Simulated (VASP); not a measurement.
# GaP (F-43m) in VASP: notebook

The runs below take GaP through single point, with RPBE, LDA, BLYP, revPBE.

Everything below comes from runs of VASP 6.6.1. Logs are shortened: lines on timing, memory, paths and dates and some standing lists are left out, and cuts for length are marked.

### 1 The cell of the first run

The structure is cubic, space group F-43m (No. 216). The conventional cell has a = 5.451 Å, b = 5.451 Å, c = 5.451 Å, α = 90.00°, β = 90.00°, γ = 90.00°. Within 3.1 Å of Ga (site symmetry -43m) lie 4 P at 2.36 Å. P (site symmetry -43m) has 4 Ga at 2.36 Å within 3.1 Å.

### 2 Single point, RPBE

INCAR

```
SYSTEM = GaP
PREC = Accurate
ENCUT = 500
EDIFF = 1E-6
ISMEAR = 0
SIGMA = 0.01
LREAL = .FALSE.
LASPH = .TRUE.
NELM = 120
ALGO = Normal
ISIF = 2
LWAVE = .FALSE.
LCHARG = .FALSE.
GGA = RP
NBANDS = 16
GGA_COMPAT = .FALSE.
```

KPOINTS

```
regular mesh
0
G
  6 6 6
  0 0 0
```

POSCAR

```
GaP
1.0
    0.0000000000      2.7252500000      2.7252500000
    2.7252500000      0.0000000000      2.7252500000
    2.7252500000      2.7252500000      0.0000000000
Ga P
1 1
Direct
    0.0000000000      0.0000000000      0.0000000000
    0.7500000000      0.7500000000      0.7500000000
```

Potentials or basis: VASP PAW PBE potentials, release 64 (Ga_d, P).

Started as:

```
> cat potpaw_PBE.64/Ga_d/POTCAR potpaw_PBE.64/P/POTCAR > POTCAR
> mpirun -np 1 vasp_std > vasp.out
```

OUTCAR:

```text
SYSTEM = GaP
   PREC = Accurate
   ENCUT = 500
   EDIFF = 1E-6
   ISMEAR = 0
   LREAL = .FALSE.
   LASPH = .TRUE.
   NELM = 120
   ISIF = 2
   GGA = RP

 ion  position               nearest neighbor table
   1  0.000  0.000  0.000-   2 2.36   2 2.36   2 2.36   2 2.36
   2  0.750  0.750  0.750-   1 2.36   1 2.36   1 2.36   1 2.36

  LATTYP: Found a face centered cubic cell.
 ALAT       =     5.4505000000

  Lattice vectors:

 A1 = (   0.0000000000,   2.7252500000,   2.7252500000)
 A2 = (   2.7252500000,   0.0000000000,   2.7252500000)
 A3 = (   2.7252500000,   2.7252500000,   0.0000000000)

Analysis of symmetry for initial positions (statically):
=====================================================================
 Subroutine PRICEL returns:
 Original cell was already a primitive cell.

 Routine SETGRP: Setting up the symmetry group for a
 face centered cubic supercell.

 Subroutine GETGRP returns: Found 24 space group operations
 (whereof 24 operations were pure point group operations)
 out of a pool of 48 trial point group operations.

The static configuration has the point symmetry T_d .

Analysis of symmetry for dynamics (positions and initial velocities):
=====================================================================
 Subroutine PRICEL returns:
 Original cell was already a primitive cell.

 Routine SETGRP: Setting up the symmetry group for a
 face centered cubic supercell.

 Subroutine GETGRP returns: Found 24 space group operations
 (whereof 24 operations were pure point group operations)
 out of a pool of 48 trial point group operations.

The dynamic configuration has the point symmetry T_d .

 Subroutine INISYM returns: Found 24 space group operations
 (whereof 24 operations are pure point group operations),
 and found     1 'primitive' translations

----------------------------------------------------------------------------------------

                                     Primitive cell

  volume of cell :      40.4808

  direct lattice vectors                    reciprocal lattice vectors
     0.000000000  2.725250000  2.725250000    -0.183469406  0.183469406  0.183469406
     2.725250000  0.000000000  2.725250000     0.183469406 -0.183469406  0.183469406
     2.725250000  2.725250000  0.000000000     0.183469406  0.183469406 -0.183469406

  length of vectors
     3.854085511  3.854085511  3.854085511     0.317778334  0.317778334  0.317778334

[... 70 lines left out ...]
   NELM   =    120;   NELMIN=  2; NELMDL= -5     # of ELM steps
   EDIFF  = 0.1E-05   stopping-criterion for ELM
   LREAL  =      F    real-space projection
   EDIFFG = 0.1E-04   stopping-criterion for IOM
   NSW    =      0    number of steps for IOM
   IBRION =     -1    ionic relax: 0-MD 1-quasi-New 2-CG
   NFREE  =      0    steps in history (QN), initial steepest desc. (CG)
   ISIF   =      2    stress and relaxation
   ISYM   =      2    0-nonsym 1-usesym 2-fastsym
   POTIM  = 0.5000    time-step for ionic-motion
   TEBEG  =    0.0;   TEEND  =   0.0 temperature during run
   PSTRESS=    0.0 pullay stress
   NELECT =      18.0000    total number of electrons
   NUPDOWN=      -1.0000    fix difference up-down
   EMIN   =  10.00;   EMAX   =-10.00  energy-range for DOS
   EFERMI =   0.00;   METHOD = LEGACY
   ISMEAR =     0;   SIGMA  =   0.01  broadening in eV -4-tet -1-fermi 0-gaus
   EFERMI_NEDOS =   21; number of points for ismear=-14 and -15
   IALGO  =     38    algorithm
   IMIX   =      4    mixing-type and parameters
     AMIX     =   0.40;   BMIX     =  1.00
     AMIX_MAG =   1.60;   BMIX_MAG =  1.00
  volume/ion in A,a.u.               =      20.24       136.59
  Fermi-wavevector in a.u.,A,eV,Ry     =   1.249538  2.361284 21.243377  1.561344
  Thomas-Fermi vector in A             =   2.383574
   LORBIT       =      0    0 simple, 1 ext, 2 COOP (PROOUT), +10 PAW based schemes
   GGA     = RP    functional components
   LHFCALC =     F    Hartree Fock is set to
   AEXX    =    0.0000 exact exchange contribution
   IVDW    =     0    specifies the selected vdW correction
   LEPSILON=     F    determine dielectric tensor
   LRPA    =     F    only Hartree local field effects (RPA)
 non-spin polarized calculation
 Gauss-broadening in eV      SIGMA  =   0.01
  energy-cutoff  :      500.00
  volume of cell :       40.48
 maximum number of plane-waves:      1056
   NGX = 13   NGY = 13   NGZ = 13

 number of electron      18.0000016 magnetization

 Free energy of the ion-electron system (eV)
  ---------------------------------------------------
  ext. energy  EPLUGINS =         0.00000000
  ---------------------------------------------------
  free energy    TOTEN  =        -8.41617681 eV

  energy without entropy =       -8.41617681  energy(sigma->0) =       -8.41617681

 E-fermi :   4.8193     XC(G=0):  -9.6602

 val. band max:        4.7502690520   @ k =   0.0000   0.0000   0.0000
 cond. band min:       6.5029648620   @ k =   0.5000   0.5000   0.0000
 fundamental gap:      1.7526958099
 Fermi energy:         4.8193023297

 k-point     1 :       0.0000    0.0000    0.0000
  band No.  band energies     occupation
      1      -9.7960      2.00000
      2      -9.7960      2.00000
      3      -9.7960      2.00000
      4      -9.6966      2.00000
      5      -9.6966      2.00000
      6      -7.7122      2.00000
[... 281 lines left out ...]
      3      -9.7361      2.00000
      4      -9.7169      2.00000
      5      -9.6834      2.00000
      6      -4.6944      2.00000
[... 8 lines left out ...]
     15      16.6372      0.00000
     16      18.3569      0.00000

------------------------ aborting loop because EDIFF is reached ----------------------------------------

  FORCE on cell =-STRESS in cart. coord.  units (eV):
  Direction    XX          YY          ZZ          XY          YZ          ZX
  --------------------------------------------------------------------------------------
  -------------------------------------------------------------------------------------
  Total        1.1258057      1.1258057      1.1258057     -0.0000000      0.0000000      0.0000000
  in kB       44.5579261     44.5579261     44.5579261     -0.0000000      0.0000000      0.0000000
  external PRESSURE =      44.5579261 kB  Pullay stress =       0.0000000 kB

 VOLUME and BASIS-vectors are now :
 -----------------------------------------------------------------------------
  energy-cutoff  :      500.00
  volume of cell :       40.48
      direct lattice vectors                 reciprocal lattice vectors
     0.000000000  2.725250000  2.725250000    -0.183469406  0.183469406  0.183469406
     2.725250000  0.000000000  2.725250000     0.183469406 -0.183469406  0.183469406
     2.725250000  2.725250000  0.000000000     0.183469406  0.183469406 -0.183469406

 POSITION                                       TOTAL-FORCE (eV/Angst)
 -----------------------------------------------------------------------------------
      0.00000      0.00000      0.00000         0.000000      0.000000      0.000000
      4.08788      4.08788      4.08788        -0.000000     -0.000000     -0.000000
 -----------------------------------------------------------------------------------
    total drift:                               -0.000001     -0.000001     -0.000001

  FREE ENERGIE OF THE ION-ELECTRON SYSTEM (eV)
  ---------------------------------------------------
  free  energy   TOTEN  =        -8.4161768148 eV

  energy  without entropy=       -8.4161768148  energy(sigma->0) =       -8.41617681
```

OSZICAR:

```text
N       E                     dE             d eps       ncg     rms          rms(c)
DAV:   1     0.836915350570E+02    0.83692E+02   -0.89526E+03   536   0.163E+03
DAV:   2    -0.227044043915E+01   -0.85962E+02   -0.81837E+02   592   0.317E+02
DAV:   3    -0.854870244857E+01   -0.62783E+01   -0.62587E+01   648   0.647E+01
DAV:   4    -0.865480736343E+01   -0.10610E+00   -0.10608E+00   640   0.916E+00
DAV:   5    -0.865681422058E+01   -0.20069E-02   -0.20068E-02   664   0.110E+00    0.489E+00
DAV:   6    -0.842987129808E+01    0.22694E+00   -0.35938E-01   784   0.102E+01    0.330E+00
DAV:   7    -0.841078052027E+01    0.19091E-01   -0.10730E-01   656   0.219E+00    0.122E+00
DAV:   8    -0.841469140011E+01   -0.39109E-02   -0.15968E-02   600   0.152E+00    0.233E-01
DAV:   9    -0.841579682972E+01   -0.11054E-02   -0.19328E-03   608   0.518E-01    0.105E-01
DAV:  10    -0.841597588183E+01   -0.17905E-03   -0.17132E-04   680   0.141E-01    0.547E-02
DAV:  11    -0.841617685101E+01   -0.20097E-03   -0.38819E-04   560   0.127E-01    0.727E-03
DAV:  12    -0.841617681479E+01    0.36221E-07   -0.63296E-06   624   0.271E-02
   1 F= -.84161768E+01 E0= -.84161768E+01  d E =-.157480E-24
```

Run time: 16 s. Hardware: 1 thread of Intel Xeon Platinum 8259CL at 2.50GHz (Skylake/Cascade Lake), shared host; peak memory 0.15 GiB.

What came out:

```yaml
Free_energy: -8.4162 eV
Pressure: 4.5 GPa
Band_gap_on_the_k_mesh: 1.75 eV (least direct gap 1.96 eV)
```

Levels at points of the mesh, in eV from the valence-band top:
| k point | band 5 | band 6 | band 7 | band 8 | band 9 | band 10 | band 11 | band 12 | band 13 | band 14 |
| --- | --- | --- | --- | --- | --- | --- | --- | --- | --- | --- |
| (0.00, 0.00, 0.00) | -14.45 | -12.46 | 0.00 | 0.00 | 0.00 | 1.96 | 3.91 | 3.91 | 3.91 | 9.03 |
| (0.50, 0.00, 0.00) | -14.44 | -10.41 | -6.59 | -1.11 | -1.11 | 1.77 | 4.75 | 4.75 | 8.46 | 11.06 |
| (0.50, 0.50, 0.00) | -14.43 | -9.51 | -6.71 | -2.67 | -2.67 | 1.75 | 1.90 | 10.64 | 10.64 | 11.35 |

Caveat: the cell stands under pressure; the PAW data sets were made with another functional, which shifts forces and pressure a little. A k mesh can miss the band edges.

### 3 Single point, LDA

INCAR

```
SYSTEM = GaP
ALGO = Normal ; EDIFF = 1E-6
ENCUT = 500 ; GGA_COMPAT = .False.
ISIF = 2 ; ISMEAR = 0
LASPH = .True. ; LCHARG = .False.
LREAL = .False. ; LWAVE = .False.
NBANDS = 16 ; NELM = 120
PREC = Accurate ; SIGMA = 0.01
```

KPOINTS

```
k-points
0
Gamma
  6 6 6
  0 0 0
```

POSCAR is that of step 2.

Potentials or basis: VASP PAW LDA potentials, release 64 (Ga_d, P).

Started as:

```
> cat potpaw_LDA.64/Ga_d/POTCAR potpaw_LDA.64/P/POTCAR > POTCAR
> mpirun -np 1 vasp_std > vasp.out
```

It took 14 s on 1 thread of Intel Xeon Platinum 8259CL at 2.50GHz (Skylake/Cascade Lake), shared host; peak memory 0.14 GiB.

Results (log left out):

```
Free energy            : -10.4248 eV
Pressure               : -2.7 GPa
Band gap on the k mesh : 1.49 eV (least direct gap 1.63 eV)
```

Levels at points of the mesh, in eV from the valence-band top:
| k point | band 5 | band 6 | band 7 | band 8 | band 9 | band 10 | band 11 | band 12 | band 13 | band 14 |
| --- | --- | --- | --- | --- | --- | --- | --- | --- | --- | --- |
| (0.00, 0.00, 0.00) | -14.62 | -12.51 | 0.00 | 0.00 | 0.00 | 1.63 | 3.79 | 3.79 | 3.79 | 8.49 |
| (0.50, 0.00, 0.00) | -14.61 | -10.43 | -6.71 | -1.13 | -1.13 | 1.51 | 4.63 | 4.63 | 8.04 | 10.64 |
| (0.50, 0.50, 0.00) | -14.59 | -9.51 | -6.84 | -2.71 | -2.71 | 1.49 | 1.68 | 10.45 | 10.45 | 10.96 |

A k mesh can miss the band edges. LDA gaps usually lie below the measured ones, often by a third to a half.

### 4 Single point, BLYP

INCAR

```
SYSTEM = GaP
PREC     = Accurate       ! precision mode
ENCUT    = 500            ! plane-wave cutoff, eV
EDIFF    = 1E-6           ! SCF threshold, eV
ISMEAR   = 0              ! smearing method
SIGMA    = 0.01           ! smearing width, eV
LREAL    = .False.        ! projectors in reciprocal space
LASPH    = .True.         ! aspherical terms in the spheres
NELM     = 120            ! most SCF steps
ALGO     = Normal         ! electronic algorithm
ISIF     = 2              ! what is computed and relaxed
LWAVE    = .False.        ! write WAVECAR
LCHARG   = .False.        ! write CHGCAR
GGA      = B5             ! functional
ALDAX    = 1.0          
AGGAX    = 1.0          
AGGAC    = 1.0          
ALDAC    = 0.0          
NBANDS   = 16             ! bands
GGA_COMPAT= .False.
```

KPOINTS

```
regular mesh
0
Gamma
  6 6 6
  0 0 0
```

POSCAR is that of step 3.

Potentials or basis: VASP PAW PBE potentials, release 64 (Ga_d, P).

Started as:

```
> cat potpaw_PBE.64/Ga_d/POTCAR potpaw_PBE.64/P/POTCAR > POTCAR
> mpirun -np 1 vasp_std > vasp.out
```

Run time: 30 s. Hardware: 1 thread of Intel Xeon Platinum 8259CL at 2.50GHz (Skylake/Cascade Lake), shared host; peak memory 0.15 GiB.

It converged, with:

* Free energy: -7.7338 eV
* Pressure: 6.5 GPa
* Band gap on the k mesh: 1.68 eV (least direct gap 1.73 eV)

Levels at points of the mesh, in eV from the valence-band top:
| k point | band 7 | band 8 | band 9 | band 10 | band 11 | band 12 |
| --- | --- | --- | --- | --- | --- | --- |
| (0.00, 0.00, 0.00) | 0.00 | 0.00 | 0.00 | 1.73 | 3.94 | 3.94 |
| (0.50, 0.00, 0.00) | -6.59 | -1.11 | -1.11 | 1.68 | 4.82 | 4.82 |
| (0.50, 0.50, 0.00) | -6.76 | -2.65 | -2.65 | 1.82 | 1.93 | 10.57 |

Caveat: the cell stands under pressure; the PAW data sets were made with another functional, which shifts forces and pressure a little. A k mesh can miss the band edges.

### 5 Single point, revPBE

INCAR

```
  PREC = Accurate
  ENCUT = 500
  EDIFF = 1E-6
  ISMEAR = 0
  SIGMA = 0.01
  LREAL = F
  LASPH = T
  NELM = 120
  ALGO = Normal
  ISIF = 2
  LWAVE = F
  LCHARG = T
  GGA = RE
  LELF = T
  LVHAR = T
  NBANDS = 16
  GGA_COMPAT = F
```

KPOINTS

```
regular mesh
0
Gamma
  6 6 6
```

POSCAR is that of step 4.

Started as:

```
> cat potpaw_PBE.64/Ga_d/POTCAR potpaw_PBE.64/P/POTCAR > POTCAR
> mpirun -np 1 vasp_std > vasp.out
```

Run time: 19 s. Hardware: 1 thread of Intel Xeon Platinum 8259CL at 2.50GHz (Skylake/Cascade Lake), shared host; peak memory 0.15 GiB.

It converged, with:

```yaml
Free_energy: -8.5162 eV
Pressure: 3.9 GPa
Band_gap_on_the_k_mesh: 1.72 eV (least direct gap 1.92 eV)
```

Levels at points of the mesh, in eV from the valence-band top:
| k point | band 7 | band 8 | band 9 | band 10 | band 11 | band 12 |
| --- | --- | --- | --- | --- | --- | --- |
| (0.00, 0.00, 0.00) | 0.00 | 0.00 | 0.00 | 1.92 | 3.91 | 3.91 |
| (0.50, 0.00, 0.00) | -6.60 | -1.11 | -1.11 | 1.74 | 4.74 | 4.74 |
| (0.50, 0.50, 0.00) | -6.72 | -2.67 | -2.67 | 1.72 | 1.88 | 10.63 |

Caveat: the cell stands under pressure; the PAW data sets were made with another functional, which shifts forces and pressure a little. A k mesh can miss the band edges.

### 6 The runs side by side

```csv
level,potentials or basis,gap on the mesh (eV),pressure (GPa)
RPBE,"VASP PAW PBE potentials, release 64 (Ga_d, P)",1.75,4.5
LDA,"VASP PAW LDA potentials, release 64 (Ga_d, P)",1.49,-2.7
BLYP,"VASP PAW PBE potentials, release 64 (Ga_d, P)",1.68,6.5
revPBE,"VASP PAW PBE potentials, release 64 (Ga_d, P)",1.72,3.9
```

Alike in all rows: task single point; no spin polarisation; cell as given; k mesh 6 × 6 × 6; cutoff (eV) 500; smearing gaussian 0.01 eV.

Caveats: the cell stands under pressure (at least some runs); the PAW data sets were made with another functional, which shifts forces and pressure a little (at least some runs).

Absolute energies hang on the potentials; compare differences alone.
